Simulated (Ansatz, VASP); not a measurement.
## CaO in VASP and in Ansatz

```
Ca O
1.0
     0.00000    2.41537    2.41537
     2.41537    0.00000    2.41537
     2.41537    2.41537    0.00000
Ca O
1 1
Direct
  0.00000 0.00000 0.00000
  0.50000 0.50000 0.50000
```

Alike in both runs: functional PBE; k mesh 8 × 8 × 8; occupations gaussian, width 0.02 eV; no spin polarisation.

Ansatz relaxed the structure, and its values are those at the end. VASP's run is a single point on that final structure, the one shown.

```csv
,VASP,Ansatz
version,VASP 6.6.1,Ansatz 0.2.0
potentials or method,"VASP PAW PBE potentials, release 64 (Ca_sv, O), cutoff 600 eV","scalar-relativistic, plane waves, PAW"
valence electrons in the cell,16,16
```

|  | VASP | Ansatz | Ansatz less VASP |
| --- | --- | --- | --- |
| gap on the k mesh at the Fermi level (eV) | 3.64 | 3.66 | +0.018 |
| least direct gap on the mesh (eV) | 4.02 | 4.03 | +0.017 |
| pressure (GPa) | 0.4 | 0.0 | -0.44 |

The functional is the same, so the differences come from potentials, cutoffs and numerics.
